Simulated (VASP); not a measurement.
A run of VASP 6.6.1:

The input INCAR:

```
SYSTEM = BN
  PREC = Accurate
  ENCUT = 600
  EDIFF = 1E-6
  ISMEAR = 0
  SIGMA = 0.01
  LREAL = .FALSE.
  LASPH = .TRUE.
  NELM = 60
  ALGO = Normal
  ISIF = 4
  LWAVE = .FALSE.
  LCHARG = .FALSE.
  GGA = PE
  IVDW = 12
  IBRION = 2
  NSW = 80
  EDIFFG = -0.001
```

File KPOINTS:

```
regular mesh
0
G
  12 12 12
  0 0 0
```

The input POSCAR:

```
BN
1.0
    1.2613549480      0.7282436188      3.3157384330
   -1.2613549480      0.7282436188      3.3157384330
    0.0000000000     -1.4564872375      3.3157384330
B N
1 1
Direct
    0.9996973421      0.9996973421      0.9996973421
    0.3327356579      0.3327356579      0.3327356579
```

Potentials or basis: VASP PAW PBE potentials, release 64 (B, N).

Launch:

```sh
$ cat potpaw_PBE.64/B/POTCAR potpaw_PBE.64/N/POTCAR > POTCAR
$ mpirun -np 1 vasp_std > vasp.out
```

Hardware: 1 thread of AMD EPYC 7R43 64-Core Processor (Zen 3) (shared host).

**Question.** How long does it take, and how much memory?

**Answer.** It took 5.4 min on 1 thread of AMD EPYC 7R43 64-Core Processor (Zen 3), with other jobs on the host, peak memory 0.17 GiB. Counts: scf iterations 60, k points 189, ion steps 18.
